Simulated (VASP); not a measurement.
A run of VASP 6.6.1 is set up as follows.

The input POSCAR:

```
Ni
1.0
    0.0000000000      1.7756500000      1.7756500000
    1.7756500000      0.0000000000      1.7756500000
    1.7756500000      1.7756500000      0.0000000000
Ni
1
Direct
    0.0000000000      0.0000000000      0.0000000000
```

Contents of INCAR.step1:

```
PREC = Accurate
ENCUT = 520
ISMEAR = -1
SIGMA = 0.1
LREAL = F
LASPH = T
NELM = 80
NBANDS = 11
GGA = PE
ALGO = Normal
EDIFF = 1E-4
LWAVE = T
LCHARG = F
```

File INCAR.step2:

```
PREC = Accurate
ENCUT = 520
EDIFF = 1E-6
ISMEAR = -1
SIGMA = 0.1
LREAL = F
LASPH = T
NELM = 80
ALGO = Normal
ISIF = 2
LWAVE = F
LCHARG = F
METAGGA = R2SCAN
LMIXTAU = T
NBANDS = 11
ISTART = 1
```

File KPOINTS:

```
regular mesh
0
Gamma
  13 13 13
```

Potentials or basis: VASP PAW PBE potentials, release 64 (Ni).

Command:

```bash
$ cat potpaw_PBE.64/Ni/POTCAR > POTCAR
$ cp INCAR.step1 INCAR
$ mpirun -np 1 vasp_std > vasp.out
$ cp INCAR.step2 INCAR
$ mpirun -np 1 vasp_std > vasp.out
```

Question: What does it give for the pressure?

Answer: -13.2 GPa.

Question: What does it give for the band gap on the k mesh?

Answer: Zero (band 5 reaches 8.72 eV, above the bottom of band 6 at 7.73 eV).

Caveat: the PAW data sets were made with another functional, which shifts forces and pressure a little; the run has no spin polarisation, though such a crystal can be magnetic. Spin polarisation is off, so any magnetic state and its effect on volume and gap are missing.
